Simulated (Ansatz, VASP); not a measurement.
**Na in VASP and in Ansatz**

The input INCAR:

```
SYSTEM = Na
PREC = Accurate
ENCUT = 520
EDIFF = 1E-8
ISMEAR = -1
SIGMA = 0.05
LREAL = .FALSE.
LASPH = .TRUE.
NELM = 80
ALGO = Normal
ISIF = 2
LWAVE = .FALSE.
LCHARG = .FALSE.
GGA = PE
LEFG = .TRUE.
NBANDS = 10
```

File KPOINTS:

```
regular mesh
0
G
  12 12 12
  0 0 0
```

Contents of POSCAR:

```
Na
1.0
   -2.1810250000      2.1175000000      2.1175000000
    2.1175000000     -2.1810250000      2.1175000000
    2.1175000000      2.1175000000     -2.1810250000
Na
1
Direct
    0.0000000000      0.0000000000      0.0000000000
```

Input for Ansatz:

```yaml
crystal:
  lattice:
    - [-2.181025, 2.1175, 2.1175]
    - [2.1175, -2.181025, 2.1175]
    - [2.1175, 2.1175, -2.181025]
  atoms:
    - { symbol: Na, position: [0.0, 0.0, 0.0] }
kpoints:
  mp_grid: { grid: [12, 12, 12] }
scf:
  occupations: { method: fermi_dirac, width: 0.05 }
hamiltonian:
  xc: pbe
  pseudopotentials: { kind: all_electron, datasets: crystal }
output:
  forces: true
  stress: true
  eigenvalues: true
  efg: { contact_densities: true }
```

Change from the starting cell: equal xy, yz and zx shear strains of -3 %, crystal datasets.

Alike in both runs: task electric field gradients; functional PBE; k mesh 12 × 12 × 12; occupations fermi-dirac, width 0.05 eV; no spin polarisation.

|  | VASP | Ansatz |
| --- | --- | --- |
| version | VASP 6.6.1 | Ansatz 0.2.0 |
| potentials or method | VASP PAW PBE potentials, release 64 (Na_pv), cutoff 520 eV | all-electron PAW with datasets made for the crystal, scalar-relativistic |

|  | VASP | Ansatz | Ansatz less VASP |
| --- | --- | --- | --- |
| pressure (GPa) | -0.2 | -0.2 | +0.01 |
| traceless stress, the component that is largest in VASP (GPa) | 0.15 | 0.15 | -0.002 |
| size of Vzz on the site where it differs most (V/Å²) | 0.7 | 0.7 | +0.01 |

Ansatz ran all-electron here, and VASP with PAW potentials.
